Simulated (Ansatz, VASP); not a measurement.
Two plane-wave programs on SiC

INCAR

```
SYSTEM = SiC
PREC = Accurate
ENCUT = 600
EDIFF = 1E-6
ISMEAR = -1
SIGMA = 0.08
LREAL = .False.
LASPH = .True.
NELM = 100
ALGO = Normal
ISIF = 3
LWAVE = .False.
LCHARG = .False.
GGA = PS
IBRION = 2
NSW = 60
EDIFFG = -0.005
```

File KPOINTS:

```
regular mesh
0
Gamma
  17 17 17
  0 0 0
```

POSCAR

```
SiC
1.0
    0.0000000000      2.1544346900      2.1544346900
    2.1544346900      0.0000000000      2.1544346900
    2.1544346900      2.1544346900      0.0000000000
Si C
1 1
Direct
    0.0000000000      0.0000000000      0.0000000000
    0.5000000000      0.5000000000      0.5000000000
```

Input for Ansatz:

```yaml
crystal:
  lattice:
    - [0.0, 2.15443469, 2.15443469]
    - [2.15443469, 0.0, 2.15443469]
    - [2.15443469, 2.15443469, 0.0]
  atoms:
    - { symbol: Si, position: [0.0, 0.0, 0.0] }
    - { symbol: C, position: [0.5, 0.5, 0.5] }
kpoints:
  mp_grid: { grid: [17, 17, 17] }
scf:
  occupations: { method: fermi_dirac, width: 0.08 }
hamiltonian:
  xc: pbesol
  pseudopotentials: { kind: paw }
output:
  forces: true
  stress: true
  write_density: true
  write_potential: true
  elf: true
  volumetric_format: npy
relax:
  f_tol: 0.005
  max_steps: 40
  cell: {}
```

Alike in both runs: task relaxation of cell and atoms; functional PBEsol; k mesh 17 × 17 × 17; occupations fermi-dirac, width 0.08 eV; no spin polarisation.

|  | VASP | Ansatz |
| --- | --- | --- |
| version | VASP 6.6.1 | Ansatz 0.2.0 |
| potentials or method | VASP PAW PBE potentials, release 64 (Si, C) | PAW with Ansatz's default frozen-core files, scalar-relativistic |
| plane-wave cutoff (eV) | 600 | 420 |
| valence electrons in the cell | 8 | 8 |

VASP gave:

```
relaxed volume (Å³/atom)                                     : 8.22
relaxed cell length with the largest relative difference (Å) : 2.854
```

**Question.** Estimate Ansatz's values.

**Answer.** Relaxed volume (Å³/atom): 8.21; relaxed cell length with the largest relative difference (Å): 2.852.

VASP's potentials were made for PBE, not for PBEsol.

Noted on VASP's run: the volume moved by over 15 % at a fixed basis, so the end points are rough.
